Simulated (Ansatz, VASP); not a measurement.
# Two plane-wave programs on GaO2

Contents of INCAR:

```
  PREC = Accurate
  ENCUT = 520
  EDIFF = 1E-7
  ISMEAR = 0
  SIGMA = 0.1
  LREAL = F
  LASPH = T
  NELM = 80
  ALGO = Normal
  ISIF = 2
  LWAVE = F
  LCHARG = T
  GGA = PE
  LELF = T
  LVHAR = T
  NBANDS = 20
```

File KPOINTS:

```
regular mesh
0
Gamma
  6 6 6
```

File POSCAR:

```
GaO2
1.0
    1.3150865479      0.7592655724      5.0918160572
   -1.3150865479      0.7592655724      5.0918160572
    0.0000000000     -1.5185311448      5.0918160572
Ga O
1 2
Direct
    0.0000000000      0.0000000000      0.0000000000
    0.7484000000      0.7484000000      0.7484000000
    0.5849000000      0.5849000000      0.5849000000
```

Input for Ansatz:

```yaml
crystal:
  lattice:
    - [1.3150865479, 0.7592655724, 5.0918160572]
    - [-1.3150865479, 0.7592655724, 5.0918160572]
    - [0.0, -1.5185311448, 5.0918160572]
  atoms:
    - { symbol: Ga, position: [0.0, 0.0, 0.0] }
    - { symbol: O, position: [0.7484, 0.7484, 0.7484] }
    - { symbol: O, position: [0.5849, 0.5849, 0.5849] }
basis:
  ecutwfc: 420
kpoints:
  mp_grid: { grid: [6, 6, 6] }
hamiltonian:
  xc: pbe
scf:
  occupations: { method: gaussian, width: 0.1 }
  lower_state_search: "off"
output:
  forces: true
  stress: true
  eigenvalues: true
```

Alike in both runs: task single point; functional PBE; k mesh 6 × 6 × 6; occupations gaussian, width 0.1 eV; no spin polarisation.

|  | VASP | Ansatz |
| --- | --- | --- |
| version | VASP 6.6.1 | Ansatz 0.2.0 |
| potentials or method | VASP PAW PBE potentials, release 64 (Ga_d, O), cutoff 520 eV | scalar-relativistic, plane waves, PAW |
| valence electrons in the cell | 25 | 25 |

```tsv
	VASP	Ansatz	Ansatz less VASP
gap on the k mesh at the Fermi level (eV)	none	none	-
pressure (GPa)	27.5	26.2	-1.23
traceless stress, the component that is largest in VASP (GPa)	-30.43	-30.28	+0.147
rms of the force components (eV/Å)	0.209	0.258	+0.0490
```

Atom by atom the forces differ by 0.049 eV/Å (rms over components). A gap of «none» marks a metal or a gap that the smearing closes.

The k mesh is coarse, so the values compare programs but aren't converged.
